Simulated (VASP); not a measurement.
# K8Mg9F24 (a cell with a defect): single point with PBEsol

The system is K8Mg9F24 (a cell with a defect).

```
K Mg F
1.0
     7.98254    0.00000    0.00000
     0.00000    7.98254    0.00000
     0.00000    0.00000    7.98254
K Mg F
8 9 24
Direct
  0.99098 0.99145 0.99932
  0.99015 0.99020 0.49945
  0.98746 0.50443 0.99939
  0.98584 0.50703 0.49923
  0.50434 0.98789 0.99939
  0.50756 0.98580 0.49924
  0.51157 0.51177 0.99928
  0.57059 0.57318 0.49958
  0.23056 0.23090 0.22969
  0.23065 0.23100 0.76909
  0.25408 0.74577 0.24943
  0.25408 0.74585 0.74931
  0.74553 0.25427 0.24950
  0.74561 0.25428 0.74925
  0.76047 0.76043 0.24206
  0.76050 0.76048 0.75673
  0.36713 0.36516 0.49932
  0.27478 0.27568 0.99943
  0.20485 0.20463 0.49914
  0.25430 0.70932 0.99933
  0.26224 0.76087 0.49941
  0.70961 0.25459 0.99933
  0.75973 0.26220 0.49941
  0.75642 0.75629 0.99939
  0.77167 0.77174 0.49940
  0.99234 0.25257 0.22305
  0.99246 0.25266 0.77559
  0.00704 0.74420 0.24745
  0.00705 0.74416 0.75130
  0.48187 0.26020 0.30788
  0.48176 0.26009 0.69079
  0.50623 0.75025 0.24845
  0.50625 0.75042 0.75035
  0.25153 0.99260 0.22248
  0.25159 0.99271 0.77617
  0.26166 0.48179 0.30878
  0.26157 0.48168 0.68991
  0.74486 0.00710 0.24736
  0.74485 0.00712 0.75139
  0.74903 0.50641 0.24901
  0.74916 0.50644 0.74979
```

| Item | Value |
| --- | --- |
| Program | VASP 6.6.1 |
| Task | single point |
| Functional | PBEsol |
| Potentials or basis | VASP PAW PBE potentials, release 64 (K_sv, Mg, F) |
| Cutoff | 520 eV |
| k mesh | 1 × 1 × 1, shifted |
| Occupations | fermi-dirac, width 0.05 eV |
| Spin | no spin polarisation |

```yaml
Largest_force: 0.076 eV/Å
```

Forces on the atoms (eV/Å):
```
K    0.005  0.001  0.002
K   -0.003 -0.004 -0.003
K    0.015  0.002 -0.001
K    0.013 -0.006  0.002
K    0.000  0.017  0.000
K   -0.010  0.011  0.000
K   -0.013 -0.013  0.006
K   -0.050 -0.058 -0.006
Mg  -0.010 -0.010 -0.005
Mg  -0.010 -0.011  0.009
Mg  -0.009  0.013 -0.004
Mg  -0.009  0.013  0.003
Mg   0.011 -0.007 -0.004
Mg   0.011 -0.008  0.003
Mg   0.008  0.008 -0.015
Mg   0.009  0.009  0.014
Mg   0.002  0.005 -0.002
F   -0.010 -0.011 -0.006
F    0.017  0.017  0.002
F    0.000  0.012  0.002
F   -0.003 -0.019 -0.002
F    0.012 -0.001  0.002
F   -0.018 -0.003 -0.001
F   -0.005 -0.005  0.000
F    0.025  0.024  0.000
F   -0.001  0.004  0.009
F   -0.006  0.001 -0.009
F    0.003 -0.001  0.002
F    0.002  0.003 -0.001
F   -0.004  0.016 -0.003
F   -0.002  0.018  0.003
F   -0.005  0.001 -0.005
F   -0.006  0.000  0.007
F    0.004 -0.003  0.008
F    0.003 -0.005 -0.009
F    0.014 -0.003 -0.003
F    0.017 -0.001  0.002
F   -0.001  0.004  0.003
F    0.001  0.003 -0.002
F    0.003 -0.005 -0.006
F    0.000 -0.006  0.008
```

Levels at points of the mesh, in eV from the Fermi level:
| k point | band 125 | band 126 | band 127 | band 128 | band 129 | band 130 | band 131 | band 132 |
| --- | --- | --- | --- | --- | --- | --- | --- | --- |
| (0.25, 0.25, 0.25) | -1.47 | -1.43 | -1.37 | -1.30 | 6.23 | 7.53 | 7.84 | 7.88 |

Run time: 12 min on 1 thread of AMD EPYC 7R43 64-Core Processor (Zen 3) (shared host), peak memory 0.54 GiB.

Caveat: the k points lie up to 0.79 Å⁻¹ apart; the cell carries a net charge on a neutralising background, which shifts energy and pressure; the cell is charged against a uniform background, so pressure and absolute levels hang on convention; the PAW data sets were made with another functional, which shifts forces and pressure a little.
